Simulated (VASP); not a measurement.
A run of VASP 6.6.1:

The input INCAR:

```
ALGO = Normal
EDIFF = 1E-8
ENCUT = 520
GGA = PS
ISIF = 2
ISMEAR = -1
LASPH = True
LCHARG = False
LEFG = True
LREAL = False
LWAVE = False
NBANDS = 15
NELM = 100
PREC = Accurate
SIGMA = 0.03
```

KPOINTS

```
k-points
0
Gamma
  8 8 8
```

File POSCAR:

```
SrO
1.0
    0.0000000000      2.5612052870      2.5612052870
    2.5612052870      0.0000000000      2.5612052870
    2.5612052870      2.5612052870      0.0000000000
Sr O
1 1
Direct
    0.0000000000      0.0000000000      0.0000000000
    0.5000000000      0.5000000000      0.5000000000
```

Potentials or basis: VASP PAW PBE potentials, release 64 (Sr_sv, O).

The run is started by

```console
$ cat potpaw_PBE.64/Sr_sv/POTCAR potpaw_PBE.64/O/POTCAR > POTCAR
$ mpirun -np 1 vasp_std > vasp.out
```

Hardware: 1 thread of Intel Xeon 6975P-C, on a shared host.

How long does it take, and how much memory?

Run time: 16 s on 1 thread of Intel Xeon 6975P-C (shared host), peak memory 0.16 GiB. Counts: scf iterations 16, k points 29.
